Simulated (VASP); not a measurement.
A run of VASP 6.6.1 is set up as follows.

File INCAR:

```
SYSTEM = Bi
PREC = Accurate
ENCUT = 520
EDIFF = 1E-6
ISMEAR = 0
SIGMA = 0.02
LREAL = .False.
LASPH = .True.
NELM = 80
ALGO = Normal
ISIF = 2
LWAVE = .False.
LCHARG = .True.
LDIPOL = .True.
IDIPOL = 3
DIPOL = 0.5 0.5 0.500
GGA = CA
LELF = .True.
LVHAR = .True.
LVACPOTAV = .True.
NBANDS = 22
```

The input KPOINTS:

```
regular mesh
0
Gamma
  9 9 1
  0 0 0
```

File POSCAR:

```
Bi
1.0
    4.0130000000      0.0000000000      0.0000000000
   -2.0065000000      3.4753599454      0.0000000000
    0.0000000000      0.0000000000     28.0000000000
Bi
2
Direct
    0.3333333333      0.6666666667      0.5328214286
    0.6666666667      0.3333333333      0.4671785714
```

Potentials or basis: VASP PAW LDA potentials, release 64 (Bi_d).

Launch:

```console
$ cat potpaw_LDA.64/Bi_d/POTCAR > POTCAR
$ mpirun -np 1 vasp_std > vasp.out
```

(1) What does it give for the band gap on the k mesh?

(2) What does it give for the largest force?

## Answers

(1) zero (bands 15 and 16 overlap by 0.01 eV).

(2) 0.139 eV/Å.

Caveat: spin-orbit coupling is left out, which moves the levels of the heavy elements.
